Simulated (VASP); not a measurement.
# SiAs3 (I4/mmm) in VASP: single point with PBE

Aim: the single point of SiAs3 with PBE.

Program: VASP 6.6.1. These are calculated values, not measurements. Logs are shortened: lines on timing, memory, paths and dates and some standing lists are left out, and cuts for length are marked.

### Step 1. The cell of the first run

It takes space group I4/mmm (No. 139, tetragonal). The conventional cell has a = 4.204 Å, b = 4.204 Å, c = 8.509 Å, α = 90.00°, β = 90.00°, γ = 90.00°. Within 3.9 Å of Si (site symmetry 4/mmm) lie 12 As at 2.97 to 2.99 Å. As (site symmetry -4m2) has 8 As at 2.97 to 2.99 Å and 4 Si at 2.99 Å within 3.9 Å. Within 3.9 Å of As (site symmetry 4/mmm) lie 4 Si at 2.97 Å and 8 As at 2.99 Å.

### Step 2. Single point, PBE

The input, INCAR:

```
SYSTEM = SiAs3
  ALGO = Normal
  EDIFF = 1E-7
  ENCUT = 520
  GGA = PE
  ISIF = 2
  ISMEAR = 0
  LASPH = .True.
  LCHARG = .False.
  LREAL = .False.
  LWAVE = .False.
  NBANDS = 18
  NELM = 100
  PREC = Accurate
  SIGMA = 0.1
```

The input, KPOINTS:

```
k-points
0
Gamma
  6 6 6
  0 0 0
```

The input, POSCAR:

```
SiAs3
1.0
   -2.1019536900      2.1019536900      4.2545336600
    2.1019536900     -2.1019536900      4.2545336600
    2.1019536900      2.1019536900     -4.2545336600
Si As
1 3
Direct
    0.0000000000      0.0000000000      0.0000000000
    0.7500000000      0.2500000000      0.5000000000
    0.2500000000      0.7500000000      0.5000000000
    0.5000000000      0.5000000000      0.0000000000
```

Potentials or basis: VASP PAW PBE potentials, release 64 (Si, As).

Launch:

```
$ cat potpaw_PBE.64/Si/POTCAR potpaw_PBE.64/As/POTCAR > POTCAR
$ mpirun -np 1 vasp_std > vasp.out
```

OUTCAR:

```text
SYSTEM = SiAs3
   EDIFF = 1E-7
   ENCUT = 520
   GGA = PE
   ISIF = 2
   ISMEAR = 0
   LASPH = .True.
   LREAL = .False.
   NELM = 100
   PREC = Accurate

 ion  position               nearest neighbor table
   1  0.000  0.000  0.000-   4 2.97   4 2.97   4 2.97   4 2.97   3 2.99   2 2.99   3 2.99   3 2.99
                             2 2.99   2 2.99   3 2.99   2 2.99
   2  0.750  0.250  0.500-   1 2.99   1 2.99   1 2.99   1 2.99
   3  0.250  0.750  0.500-   1 2.99   1 2.99   1 2.99   1 2.99
   4  0.500  0.500  0.000-   1 2.97   1 2.97   1 2.97   1 2.97

  LATTYP: Found a body centered tetragonal cell.
 ALAT       =     4.2039073800
 C/A-ratio  =     2.0240853451

  Lattice vectors:

 A1 = (  -2.1019536900,   2.1019536900,   4.2545336600)
 A2 = (   2.1019536900,  -2.1019536900,   4.2545336600)
 A3 = (   2.1019536900,   2.1019536900,  -4.2545336600)

Analysis of symmetry for initial positions (statically):
=====================================================================
 Subroutine PRICEL returns:
 Original cell was already a primitive cell.

 Routine SETGRP: Setting up the symmetry group for a
 body centered tetragonal supercell.

 Subroutine GETGRP returns: Found 16 space group operations
 (whereof 16 operations were pure point group operations)
 out of a pool of 16 trial point group operations.

The static configuration has the point symmetry D_4h.

Analysis of symmetry for dynamics (positions and initial velocities):
=====================================================================
 Subroutine PRICEL returns:
 Original cell was already a primitive cell.

 Routine SETGRP: Setting up the symmetry group for a
 body centered tetragonal supercell.

 Subroutine GETGRP returns: Found 16 space group operations
 (whereof 16 operations were pure point group operations)
 out of a pool of 16 trial point group operations.

The dynamic configuration has the point symmetry D_4h.

 Subroutine INISYM returns: Found 16 space group operations
 (whereof 16 operations are pure point group operations),
 and found     1 'primitive' translations

----------------------------------------------------------------------------------------

                                     Primitive cell

  volume of cell :      75.1897

  direct lattice vectors                    reciprocal lattice vectors
    -2.101953690  2.101953690  4.254533660     0.000000000  0.237873937  0.117521693
     2.101953690 -2.101953690  4.254533660     0.237873937  0.000000000  0.117521693
     2.101953690  2.101953690 -4.254533660     0.237873937  0.237873937  0.000000000

  length of vectors
     5.190132493  5.190132493  5.190132493     0.265321236  0.265321236  0.336404548

  position of ions in fractional coordinates (direct lattice)
     0.000000000  0.000000000  0.000000000
     0.750000000  0.250000000  0.500000000
     0.250000000  0.750000000  0.500000000
     0.500000000  0.500000000  0.000000000

  ion indices of the primitive-cell ions
   primitive index   ion index
                 1           1
                 2           2
                 3           3
                 4           4

----------------------------------------------------------------------------------------

 KPOINTS: k-points

Automatic generation of k-mesh.
 Grid dimensions read from file:
 generate k-points for:    6    6    6

 Generating k-lattice:

  Cartesian coordinates                     Fractional coordinates (reciprocal lattice)
     0.000000000  0.039645656  0.019586949     0.166666667  0.000000000  0.000000000
     0.039645656  0.000000000  0.019586949     0.000000000  0.166666667  0.000000000
     0.039645656  0.039645656  0.000000000     0.000000000  0.000000000  0.166666667

  Length of vectors
     0.044220206  0.044220206  0.056067425

  Shift w.r.t. Gamma in fractional coordinates (k-lattice)
     0.000000000  0.000000000  0.000000000

 Subroutine IBZKPT returns following result:
 ===========================================

 Found     30 irreducible k-points:

 Following reciprocal coordinates:
            Coordinates               Weight
  0.000000  0.000000  0.000000      1.000000
  0.166667  0.000000  0.000000      8.000000
  0.333333 -0.000000  0.000000      8.000000
  0.500000  0.000000 -0.000000      4.000000
  0.166667  0.166667  0.000000      8.000000
  0.333333  0.166667  0.000000     16.000000
[... 16 lines left out ...]
 -0.333333 -0.333333  0.166667      8.000000
 -0.166667 -0.333333  0.166667      8.000000
 [... further k-points ...]
   k-points           NKPTS =     30   k-points in BZ     NKDIM =     30   number of bands    NBANDS=     18
   number of dos      NEDOS =    301   number of ions     NIONS =      4
   total plane-waves  NPLWV =  64000
   dimension x,y,z NGX =    40 NGY =   40 NGZ =   40
   dimension x,y,z NGXF=    80 NGYF=   80 NGZF=   80
   ions per type =               1   3
   NGX,Y,Z   is equivalent  to a cutoff of  12.81, 12.81, 12.81 a.u.
   NGXF,Y,Z  is equivalent  to a cutoff of  25.62, 25.62, 25.62 a.u.
 SYSTEM =  SiAs3
   PREC   = accura    normal or accurate (medium, high low for compatibility)
   ISTART =      0    job   : 0-new  1-cont  2-samecut
   ICHARG =      2    charge: 1-file 2-atom 10-const
   ISPIN  =      1    spin polarized calculation?
   LNONCOLLINEAR =      F non collinear calculations
   LSORBIT =      F    spin-orbit coupling
   LASPH  =      T    aspherical Exc in radial PAW
   ENCUT  =  520.0 eV  38.22 Ry    6.18 a.u.   9.65  9.65  9.65*2*pi/ulx,y,z
   NELM   =    100;   NELMIN=  2; NELMDL= -5     # of ELM steps
   EDIFF  = 0.1E-06   stopping-criterion for ELM
   LREAL  =      F    real-space projection
   EDIFFG = 0.1E-05   stopping-criterion for IOM
   NSW    =      0    number of steps for IOM
   IBRION =     -1    ionic relax: 0-MD 1-quasi-New 2-CG
   NFREE  =      0    steps in history (QN), initial steepest desc. (CG)
   ISIF   =      2    stress and relaxation
   ISYM   =      2    0-nonsym 1-usesym 2-fastsym
   POTIM  = 0.5000    time-step for ionic-motion
   TEBEG  =    0.0;   TEEND  =   0.0 temperature during run
   PSTRESS=    0.0 pullay stress
   NELECT =      19.0000    total number of electrons
   NUPDOWN=      -1.0000    fix difference up-down
   EMIN   =  10.00;   EMAX   =-10.00  energy-range for DOS
   EFERMI =   0.00;   METHOD = LEGACY
   ISMEAR =     0;   SIGMA  =   0.10  broadening in eV -4-tet -1-fermi 0-gaus
   EFERMI_NEDOS =   21; number of points for ismear=-14 and -15
   IALGO  =     38    algorithm
   IMIX   =      4    mixing-type and parameters
     AMIX     =   0.40;   BMIX     =  1.00
     AMIX_MAG =   1.60;   BMIX_MAG =  1.00
  volume/ion in A,a.u.               =      18.80       126.85
  Fermi-wavevector in a.u.,A,eV,Ry     =   1.034999  1.955865 14.574874  1.071223
  Thomas-Fermi vector in A             =   2.169321
   LORBIT       =      0    0 simple, 1 ext, 2 COOP (PROOUT), +10 PAW based schemes
   GGA     = PE    functional components
   LHFCALC =     F    Hartree Fock is set to
   AEXX    =    0.0000 exact exchange contribution
   IVDW    =     0    specifies the selected vdW correction
   LEPSILON=     F    determine dielectric tensor
   LRPA    =     F    only Hartree local field effects (RPA)
 non-spin polarized calculation
 Gauss-broadening in eV      SIGMA  =   0.10
  energy-cutoff  :      520.00
  volume of cell :       75.19
 maximum number of plane-waves:      2048
 NGX is ok and might be reduce to    40
   NGX = 19   NGY = 19   NGZ = 19

 number of electron      19.0000000 magnetization

 Free energy of the ion-electron system (eV)
  ---------------------------------------------------
  ext. energy  EPLUGINS =         0.00000000
  ---------------------------------------------------
  free energy    TOTEN  =       -17.16229172 eV

  energy without entropy =      -17.15138006  energy(sigma->0) =      -17.15683589

 E-fermi :   6.9108     XC(G=0): -10.6654

 val. band max:        6.9056518465   @ k =   0.3333   0.3333   0.0000
 cond. band min:       7.0062853524   @ k =   0.1667   0.0000   0.0000
 fundamental gap:      0.1006335059
 Fermi energy:         6.9107818801

 k-point     1 :       0.0000    0.0000    0.0000
  band No.  band energies     occupation
      1      -7.9524      2.00000
      2      -2.0302      2.00000
      3      -1.6454      2.00000
      4       1.2998      2.00000
      5       1.6866      2.00000
      6       3.1052      2.00000
[... 10 lines left out ...]
     17      13.3184      0.00000
     18      13.3184      0.00000

 k-point     2 :       0.1667    0.0000    0.0000
  band No.  band energies     occupation
      1      -7.6861      2.00000
      2      -2.4225      2.00000
      3      -2.1686      2.00000
      4       0.5744      2.00000
      5       2.0820      2.00000
      6       2.9731      2.00000
[... 10 lines left out ...]
     17      13.5036      0.00000
     18      13.8857      0.00000

 k-point     3 :       0.3333   -0.0000    0.0000
  band No.  band energies     occupation
      1      -6.9056      2.00000
      2      -3.8861      2.00000
      3      -2.6315      2.00000
      4      -0.4183      2.00000
      5       3.0326      2.00000
      6       3.1720      2.00000
[... 10 lines left out ...]
     17      13.6697      0.00000
     18      16.2236      0.00000

 k-point     4 :       0.5000    0.0000   -0.0000
  band No.  band energies     occupation
      1      -5.9386      2.00000
      2      -5.2040      2.00000
      3      -2.7856      2.00000
      4      -0.7413      2.00000
      5       3.2691      2.00000
      6       3.3887      2.00000
[... 375 lines left out ...]
      4      -0.3468      2.00000
      5       2.5373      2.00000
      6       3.5455      2.00000
[... 10 lines left out ...]
     17      14.1838      0.00000
     18      14.4630      0.00000

 k-point    23 :      -0.3333   -0.3333    0.1667
  band No.  band energies     occupation
      1      -6.7250      2.00000
      2      -4.2862      2.00000
      3      -2.8884      2.00000
      4      -0.8886      2.00000
      5       2.9505      2.00000
      6       3.1679      2.00000
[... 10 lines left out ...]
     17      12.5404      0.00000
     18      12.8200      0.00000

 k-point    24 :      -0.1667   -0.3333    0.1667
  band No.  band energies     occupation
      1      -7.2777      2.00000
      2      -3.6935      2.00000
      3      -2.4600      2.00000
      4       0.0353      2.00000
      5       2.1382      2.00000
      6       3.1718      2.00000
[... 10 lines left out ...]
     17      13.0066      0.00000
     18      14.0171      0.00000

 [... further k-points ...]
[... 5 lines left out ...]
  --------------------------------------------------------------------------------------
  -------------------------------------------------------------------------------------
  Total       -0.3568462     -0.3568462     -1.0754979      0.0000000      0.0000000      0.0000000
  in kB       -7.6038479     -7.6038479    -22.9172183      0.0000000      0.0000000      0.0000000
  external PRESSURE =     -12.7083047 kB  Pullay stress =       0.0000000 kB

 VOLUME and BASIS-vectors are now :
 -----------------------------------------------------------------------------
  energy-cutoff  :      520.00
  volume of cell :       75.19
      direct lattice vectors                 reciprocal lattice vectors
    -2.101953690  2.101953690  4.254533660     0.000000000  0.237873937  0.117521693
     2.101953690 -2.101953690  4.254533660     0.237873937  0.000000000  0.117521693
     2.101953690  2.101953690 -4.254533660     0.237873937  0.237873937  0.000000000

 POSITION                                       TOTAL-FORCE (eV/Angst)
 -----------------------------------------------------------------------------------
      0.00000      0.00000      0.00000        -0.000000      0.000000     -0.000000
      0.00000      2.10195      2.12727        -0.000000      0.000000      0.000000
      2.10195      0.00000      2.12727         0.000000     -0.000000     -0.000000
      0.00000      0.00000      4.25453        -0.000000      0.000000     -0.000000
 -----------------------------------------------------------------------------------
    total drift:                                0.000000     -0.000000      0.000000

  FREE ENERGIE OF THE ION-ELECTRON SYSTEM (eV)
  ---------------------------------------------------
  free  energy   TOTEN  =       -17.1622917208 eV

  energy  without entropy=      -17.1513800603  energy(sigma->0) =      -17.15683589
```

Run time: 69 s. Hardware: 1 thread of AMD EPYC, shared host; peak memory 0.21 GiB.

Results:

```
Free energy : -17.1623 eV
Pressure    : -1.3 GPa
```

Levels at points of the mesh, in eV from the Fermi level:
| k point | band 7 | band 8 | band 9 | band 10 | band 11 | band 12 | band 13 | band 14 |
| --- | --- | --- | --- | --- | --- | --- | --- | --- |
| (0.00, 0.00, 0.00) | -3.81 | -3.19 | -3.19 | -1.86 | -1.28 | 1.03 | 1.03 | 5.11 |
| (0.50, 0.00, 0.00) | -3.26 | -2.66 | -0.55 | -0.16 | 0.44 | 0.58 | 1.34 | 1.48 |
| (0.50, 0.50, 0.00) | -2.63 | -2.36 | -1.84 | -1.21 | 3.81 | 3.94 | 4.16 | 4.67 |
| (0.50, 0.50, 0.50) | 0.51 | 0.55 | 0.66 | 0.66 | 1.53 | 2.14 | 2.40 | 2.40 |
